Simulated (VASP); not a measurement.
# Cd3AgS4 (Pm-3m) in VASP: further runs

Runs on Cd3AgS4. Level: PBE. Tasks: single point, relaxation of cell and atoms.

Program: VASP 6.6.1. These are calculated values, not measurements. Logs are shortened: lines on timing, memory, paths and dates and some standing lists are left out, and cuts for length are marked.

## 1. The cell of the first run

Symmetry: Pm-3m, No. 221, cubic system. Conventional cell: a = 5.349 Å, b = 5.349 Å, c = 5.349 Å, α = 90.00°, β = 90.00°, γ = 90.00°. Cd (site symmetry 4/mmm) has 6 S at 2.67 Å within 3.5 Å. Ag (site symmetry m-3m) has 6 S at 2.67 Å within 3.5 Å. Within 3.5 Å of S (site symmetry m-3m) lie 6 Cd at 2.67 Å. Within 3.5 Å of S (site symmetry 4/mmm) lie 4 Cd at 2.67 Å and 2 Ag at 2.67 Å.

## 2. Single point, PBE

INCAR reads:

```
SYSTEM = Cd3AgS4
PREC = Accurate
ENCUT = 520
EDIFF = 1E-7
ISMEAR = 0
SIGMA = 0.1
LREAL = .FALSE.
LASPH = .TRUE.
NELM = 80
ALGO = Normal
ISIF = 2
LWAVE = .FALSE.
LCHARG = .FALSE.
GGA = PE
NBANDS = 46
```

KPOINTS reads:

```
regular mesh
0
G
  4 4 4
  0 0 0
```

POSCAR reads:

```
Cd3AgS4
1.0
    5.3487831900      0.0000000000      0.0000000000
    0.0000000000      5.3487831900      0.0000000000
    0.0000000000      0.0000000000      5.3487831900
Cd Ag S
3 1 4
Direct
    0.5000000000      0.5000000000      0.0000000000
    0.5000000000      0.0000000000      0.5000000000
    0.0000000000      0.5000000000      0.5000000000
    0.0000000000      0.0000000000      0.0000000000
    0.5000000000      0.5000000000      0.5000000000
    0.0000000000      0.0000000000      0.5000000000
    0.0000000000      0.5000000000      0.0000000000
    0.5000000000      0.0000000000      0.0000000000
```

Potentials or basis: VASP PAW PBE potentials, release 64 (Cd, Ag, S).

Run with:

```console
$ cat potpaw_PBE.64/Cd/POTCAR potpaw_PBE.64/Ag/POTCAR potpaw_PBE.64/S/POTCAR > POTCAR
$ mpirun -np 1 vasp_std > vasp.out
```

OUTCAR:

```text
SYSTEM = Cd3AgS4
   PREC = Accurate
   ENCUT = 520
   EDIFF = 1E-7
   ISMEAR = 0
   LREAL = .FALSE.
   LASPH = .TRUE.
   NELM = 80
   ISIF = 2
   GGA = PE

 ion  position               nearest neighbor table
   1  0.500  0.500  0.000-   5 2.67   7 2.67   8 2.67   5 2.67   8 2.67   7 2.67   3 3.78   3 3.78
                             2 3.78   2 3.78   2 3.78   3 3.78   2 3.78   3 3.78
   2  0.500  0.000  0.500-   5 2.67   6 2.67   8 2.67   8 2.67   5 2.67   6 2.67   3 3.78   1 3.78
                             3 3.78   1 3.78   1 3.78   3 3.78   1 3.78   3 3.78
   3  0.000  0.500  0.500-   5 2.67   6 2.67   7 2.67   7 2.67   6 2.67   5 2.67   2 3.78   2 3.78
                             1 3.78   1 3.78   2 3.78   1 3.78   1 3.78   2 3.78
   4  0.000  0.000  0.000-   6 2.67   7 2.67   8 2.67   6 2.67   7 2.67   8 2.67
   5  0.500  0.500  0.500-   1 2.67   2 2.67   3 2.67   1 2.67   2 2.67   3 2.67
   6  0.000  0.000  0.500-   2 2.67   3 2.67   4 2.67   4 2.67   3 2.67   2 2.67
   7  0.000  0.500  0.000-   1 2.67   3 2.67   4 2.67   3 2.67   4 2.67   1 2.67
   8  0.500  0.000  0.000-   1 2.67   2 2.67   4 2.67   2 2.67   1 2.67   4 2.67

  LATTYP: Found a simple cubic cell.
 ALAT       =     5.3487831900

  Lattice vectors:

 A1 = (   5.3487831900,   0.0000000000,   0.0000000000)
 A2 = (   0.0000000000,   5.3487831900,   0.0000000000)
 A3 = (   0.0000000000,   0.0000000000,   5.3487831900)

Analysis of symmetry for initial positions (statically):
=====================================================================
 Subroutine PRICEL returns:
 Original cell was already a primitive cell.

 Routine SETGRP: Setting up the symmetry group for a
 simple cubic supercell.

 Subroutine GETGRP returns: Found 48 space group operations
 (whereof 48 operations were pure point group operations)
 out of a pool of 48 trial point group operations.

The static configuration has the point symmetry O_h .

Analysis of symmetry for dynamics (positions and initial velocities):
=====================================================================
 Subroutine PRICEL returns:
 Original cell was already a primitive cell.

 Routine SETGRP: Setting up the symmetry group for a
 simple cubic supercell.

 Subroutine GETGRP returns: Found 48 space group operations
 (whereof 48 operations were pure point group operations)
 out of a pool of 48 trial point group operations.

The dynamic configuration has the point symmetry O_h .

 Subroutine INISYM returns: Found 48 space group operations
 (whereof 48 operations are pure point group operations),
 and found     1 'primitive' translations

----------------------------------------------------------------------------------------

                                     Primitive cell

  volume of cell :     153.0259

  direct lattice vectors                    reciprocal lattice vectors
     5.348783190  0.000000000  0.000000000     0.186958410  0.000000000  0.000000000
     0.000000000  5.348783190  0.000000000     0.000000000  0.186958410  0.000000000
     0.000000000  0.000000000  5.348783190     0.000000000  0.000000000  0.186958410

  length of vectors
     5.348783190  5.348783190  5.348783190     0.186958410  0.186958410  0.186958410

  position of ions in fractional coordinates (direct lattice)
     0.500000000  0.500000000  0.000000000
     0.500000000  0.000000000  0.500000000
     0.000000000  0.500000000  0.500000000
     0.000000000  0.000000000  0.000000000
     0.500000000  0.500000000  0.500000000
     0.000000000  0.000000000  0.500000000
     0.000000000  0.500000000  0.000000000
     0.500000000  0.000000000  0.000000000

  ion indices of the primitive-cell ions
   primitive index   ion index
                 1           1
                 2           2
                 3           3
                 4           4
                 5           5
                 6           6
                 7           7
                 8           8

----------------------------------------------------------------------------------------

 KPOINTS: regular mesh

Automatic generation of k-mesh.
 Grid dimensions read from file:
 generate k-points for:    4    4    4

 Generating k-lattice:

  Cartesian coordinates                     Fractional coordinates (reciprocal lattice)
     0.046739602  0.000000000  0.000000000     0.250000000  0.000000000  0.000000000
     0.000000000  0.046739602  0.000000000     0.000000000  0.250000000  0.000000000
     0.000000000  0.000000000  0.046739602     0.000000000  0.000000000  0.250000000

  Length of vectors
     0.046739602  0.046739602  0.046739602

  Shift w.r.t. Gamma in fractional coordinates (k-lattice)
     0.000000000  0.000000000  0.000000000

 Subroutine IBZKPT returns following result:
 ===========================================

 Found     10 irreducible k-points:

 Following reciprocal coordinates:
            Coordinates               Weight
  0.000000  0.000000  0.000000      1.000000
  0.250000  0.000000  0.000000      6.000000
  0.500000  0.000000  0.000000      3.000000
  0.250000  0.250000  0.000000     12.000000
  0.500000  0.250000  0.000000     12.000000
  0.500000  0.500000  0.000000      3.000000
  0.250000  0.250000  0.250000      8.000000
  0.500000  0.250000  0.250000     12.000000
  0.500000  0.500000  0.250000      6.000000
  0.500000  0.500000  0.500000      1.000000
   k-points           NKPTS =     10   k-points in BZ     NKDIM =     10   number of bands    NBANDS=     46
   number of dos      NEDOS =    301   number of ions     NIONS =      8
   total plane-waves  NPLWV =  64000
   dimension x,y,z NGX =    40 NGY =   40 NGZ =   40
   dimension x,y,z NGXF=    80 NGYF=   80 NGZF=   80
   ions per type =               3   1   4
   NGX,Y,Z   is equivalent  to a cutoff of  12.43, 12.43, 12.43 a.u.
   NGXF,Y,Z  is equivalent  to a cutoff of  24.86, 24.86, 24.86 a.u.
 SYSTEM =  Cd3AgS4
   PREC   = accura    normal or accurate (medium, high low for compatibility)
   ISTART =      0    job   : 0-new  1-cont  2-samecut
   ICHARG =      2    charge: 1-file 2-atom 10-const
   ISPIN  =      1    spin polarized calculation?
   LNONCOLLINEAR =      F non collinear calculations
   LSORBIT =      F    spin-orbit coupling
   LASPH  =      T    aspherical Exc in radial PAW
   ENCUT  =  520.0 eV  38.22 Ry    6.18 a.u.   9.95  9.95  9.95*2*pi/ulx,y,z
   NELM   =     80;   NELMIN=  2; NELMDL= -5     # of ELM steps
   EDIFF  = 0.1E-06   stopping-criterion for ELM
   LREAL  =      F    real-space projection
   EDIFFG = 0.1E-05   stopping-criterion for IOM
   NSW    =      0    number of steps for IOM
   IBRION =     -1    ionic relax: 0-MD 1-quasi-New 2-CG
   NFREE  =      0    steps in history (QN), initial steepest desc. (CG)
   ISIF   =      2    stress and relaxation
   ISYM   =      2    0-nonsym 1-usesym 2-fastsym
   POTIM  = 0.5000    time-step for ionic-motion
   TEBEG  =    0.0;   TEEND  =   0.0 temperature during run
   PSTRESS=    0.0 pullay stress
   NELECT =      71.0000    total number of electrons
   NUPDOWN=      -1.0000    fix difference up-down
   EMIN   =  10.00;   EMAX   =-10.00  energy-range for DOS
   EFERMI =   0.00;   METHOD = LEGACY
   ISMEAR =     0;   SIGMA  =   0.10  broadening in eV -4-tet -1-fermi 0-gaus
   EFERMI_NEDOS =   21; number of points for ismear=-14 and -15
   IALGO  =     38    algorithm
   IMIX   =      4    mixing-type and parameters
     AMIX     =   0.40;   BMIX     =  1.00
     AMIX_MAG =   1.60;   BMIX_MAG =  1.00
  volume/ion in A,a.u.               =      19.13       129.08
  Fermi-wavevector in a.u.,A,eV,Ry     =   1.267377  2.394996 21.854296  1.606245
  Thomas-Fermi vector in A             =   2.400529
   LORBIT       =      0    0 simple, 1 ext, 2 COOP (PROOUT), +10 PAW based schemes
   GGA     = PE    functional components
   LHFCALC =     F    Hartree Fock is set to
   AEXX    =    0.0000 exact exchange contribution
   IVDW    =     0    specifies the selected vdW correction
   LEPSILON=     F    determine dielectric tensor
   LRPA    =     F    only Hartree local field effects (RPA)
 non-spin polarized calculation
 Gauss-broadening in eV      SIGMA  =   0.10
  energy-cutoff  :      520.00
  volume of cell :      153.03
 maximum number of plane-waves:      4224
 NGX is ok and might be reduce to    40
   NGX = 19   NGY = 19   NGZ = 19

 number of electron      70.9999975 magnetization

 Free energy of the ion-electron system (eV)
  ---------------------------------------------------
  ext. energy  EPLUGINS =         0.00000000
  ---------------------------------------------------
  free energy    TOTEN  =       -24.02900836 eV

  energy without entropy =      -24.01128859  energy(sigma->0) =      -24.02014848

 E-fermi :   4.1501     XC(G=0): -10.7326

 val. band max:        4.1402371797   @ k =   0.5000   0.5000   0.5000
 cond. band min:       4.1650171670   @ k =   0.5000   0.2500   0.0000
 fundamental gap:      0.0247799872
 Fermi energy:         4.1501007745

 k-point     1 :       0.0000    0.0000    0.0000
  band No.  band energies     occupation
      1      -9.1753      2.00000
      2      -8.2040      2.00000
      3      -8.1133      2.00000
      4      -8.1133      2.00000
      5      -3.8145      2.00000
      6      -3.8145      2.00000
[... 38 lines left out ...]
     45      13.6284      0.00000
     46      13.6284      0.00000

 k-point     2 :       0.2500    0.0000    0.0000
  band No.  band energies     occupation
      1      -8.9865      2.00000
      2      -8.2344      2.00000
      3      -8.0980      2.00000
      4      -8.0217      2.00000
      5      -3.8026      2.00000
      6      -3.7818      2.00000
[... 38 lines left out ...]
     45      12.5087      0.00000
     46      13.2672      0.00000

 k-point     3 :       0.5000    0.0000    0.0000
  band No.  band energies     occupation
      1      -8.6011      2.00000
      2      -8.5106      2.00000
      3      -8.0304      2.00000
      4      -7.9219      2.00000
      5      -3.8942      2.00000
      6      -3.8901      2.00000
[... 332 lines left out ...]
     45      10.4330      0.00000
     46      10.4774      0.00000

 k-point    10 :       0.5000    0.5000    0.5000
  band No.  band energies     occupation
      1      -7.9458      2.00000
      2      -7.8920      2.00000
      3      -7.8920      2.00000
      4      -7.8920      2.00000
      5      -4.0752      2.00000
      6      -4.0752      2.00000
[... 38 lines left out ...]
     45      10.0057      0.00000
     46      10.6840      0.00000

------------------------ aborting loop because EDIFF is reached ----------------------------------------

  FORCE on cell =-STRESS in cart. coord.  units (eV):
  Direction    XX          YY          ZZ          XY          YZ          ZX
  --------------------------------------------------------------------------------------
  -------------------------------------------------------------------------------------
  Total        4.7815692      4.7815692      4.7815692     -0.0000000      0.0000000     -0.0000000
  in kB       50.0629051     50.0629051     50.0629051     -0.0000000      0.0000000     -0.0000000
  external PRESSURE =      50.0629051 kB  Pullay stress =       0.0000000 kB

 VOLUME and BASIS-vectors are now :
 -----------------------------------------------------------------------------
  energy-cutoff  :      520.00
  volume of cell :      153.03
      direct lattice vectors                 reciprocal lattice vectors
     5.348783190  0.000000000  0.000000000     0.186958410  0.000000000  0.000000000
     0.000000000  5.348783190  0.000000000     0.000000000  0.186958410  0.000000000
     0.000000000  0.000000000  5.348783190     0.000000000  0.000000000  0.186958410

 POSITION                                       TOTAL-FORCE (eV/Angst)
 -----------------------------------------------------------------------------------
      2.67439      2.67439      0.00000         0.000000      0.000000      0.000000
      2.67439      0.00000      2.67439         0.000000      0.000000      0.000000
      0.00000      2.67439      2.67439         0.000000      0.000000      0.000000
      0.00000      0.00000      0.00000         0.000000      0.000000      0.000000
      2.67439      2.67439      2.67439         0.000000      0.000000      0.000000
      0.00000      0.00000      2.67439         0.000000      0.000000      0.000000
      0.00000      2.67439      0.00000         0.000000      0.000000      0.000000
      2.67439      0.00000      0.00000         0.000000      0.000000      0.000000
 -----------------------------------------------------------------------------------
    total drift:                               -0.000000      0.000000     -0.000000

  FREE ENERGIE OF THE ION-ELECTRON SYSTEM (eV)
  ---------------------------------------------------
  free  energy   TOTEN  =       -24.0290083625 eV

  energy  without entropy=      -24.0112885935  energy(sigma->0) =      -24.02014848
```

Run time: 34 s. Hardware: 1 thread of Intel Xeon 6975P-C (Granite Rapids), shared host; peak memory 0.26 GiB.

Results:

```
Free energy : -24.0290 eV
Pressure    : 5.0 GPa
```

Levels at points of the mesh, in eV from the Fermi level:
```csv
k point,band 32,band 33,band 34,band 35,band 36,band 37,band 38,band 39
"(0.00, 0.00, 0.00)",-2.34,-2.34,-0.94,-0.94,-0.94,0.20,0.20,0.85
"(0.50, 0.00, 0.00)",-1.55,-1.55,-1.54,-1.54,-1.47,3.24,3.35,3.55
"(0.50, 0.50, 0.00)",-2.16,-0.26,-0.25,-0.25,0.87,4.45,4.68,4.68
"(0.50, 0.50, 0.50)",-0.01,-0.01,-0.01,1.00,1.00,3.42,3.60,3.60
```

(Continued in part 2 of 2.)
